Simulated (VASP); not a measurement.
Write the native input for VASP 6.6.1 that does the following.

```
Task                   : single point
Functional             : PBE
Potentials or basis    : VASP PAW PBE potentials, release 64 (Li_sv, Nb_sv)
Cutoff                 : 520 eV
k mesh                 : 4 × 4 × 4
Occupations            : gaussian, width 0.1 eV
Spin                   : no spin polarisation
Dipole correction      : no
Further INCAR settings : ALGO = Normal; EDIFF = 1e-06; NBANDS = 28
```

The structure of Li2Nb lies in POSCAR:

```
Li2Nb
1.0
    0.0000000000      3.4899203700      3.4899203700
    3.4899203700      0.0000000000      3.4899203700
    3.4899203700      3.4899203700      0.0000000000
Li Nb
4 2
Direct
    0.1250000000      0.6250000000      0.1250000000
    0.1250000000      0.1250000000      0.6250000000
    0.6250000000      0.1250000000      0.1250000000
    0.1250000000      0.1250000000      0.1250000000
    0.7500000000      0.7500000000      0.7500000000
    0.5000000000      0.5000000000      0.5000000000
```

The input as run:

INCAR

```
PREC = Accurate
ENCUT = 520
EDIFF = 1E-6
ISMEAR = 0
SIGMA = 0.1
LREAL = F
LASPH = T
NELM = 80
ALGO = Normal
ISIF = 2
LWAVE = F
LCHARG = T
GGA = PE
LELF = T
LVHAR = T
NBANDS = 28
```

KPOINTS

```
regular mesh
0
Gamma
  4 4 4
```

Potentials or basis: VASP PAW PBE potentials, release 64 (Li_sv, Nb_sv).

Run with:

```bash
$ cat potpaw_PBE.64/Li_sv/POTCAR potpaw_PBE.64/Nb_sv/POTCAR > POTCAR
$ mpirun -np 1 vasp_std > vasp.out
```

It gave:

- Band gap on the k mesh: zero (band 19 reaches 6.41 eV, above the bottom of band 20 at 5.45 eV)

Caveat: the k points lie up to 0.39 Å⁻¹ apart.

Wall time 14 s on 1 thread of Intel(R) Xeon(R) 6975P-C (Granite Rapids), on a shared host, peak memory 0.23 GiB.
